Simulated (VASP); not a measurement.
A run of VASP 6.6.1:

INCAR

```
ALGO     = Normal         # electronic algorithm
EDIFF    = 1E-6           # SCF threshold, eV
ENCUT    = 500            # plane-wave cutoff, eV
GGA      = PE             # functional
GGA_COMPAT= False        
ISIF     = 2              # what is computed and relaxed
ISMEAR   = 1              # smearing method
LASPH    = True           # aspherical terms in the spheres
LCHARG   = True           # write CHGCAR
LELF     = True           # ELF
LREAL    = False          # projectors in reciprocal space
LVHAR    = True         
LWAVE    = False          # write WAVECAR
NBANDS   = 13             # bands
NELM     = 120            # most SCF steps
PREC     = Accurate       # precision mode
SIGMA    = 0.05           # smearing width, eV
```

KPOINTS

```
k-points
0
Gamma
  15 15 15
```

File POSCAR:

```
W
1.0
   -1.5612470667      1.5823450000      1.5823450000
    1.5823450000     -1.5612470667      1.5823450000
    1.5823450000      1.5823450000     -1.5612470667
W
1
Direct
    0.0000000000      0.0000000000      0.0000000000
```

Potentials or basis: VASP PAW PBE potentials, release 64 (W_sv).

Launch:

```console
$ cat potpaw_PBE.64/W_sv/POTCAR > POTCAR
$ mpirun -np 1 vasp_std > vasp.out
```

Hardware: 1 thread of Intel(R) Xeon(R) Platinum 8375C CPU @ 2.90GHz (Ice Lake) (shared host).

**Question.** Estimate the wall time of this run.

**Answer.** Wall time 25 s on 1 thread of Intel(R) Xeon(R) Platinum 8375C CPU @ 2.90GHz (Ice Lake), with other jobs on the host, peak memory 0.18 GiB. Counts: scf iterations 11, k points 344.
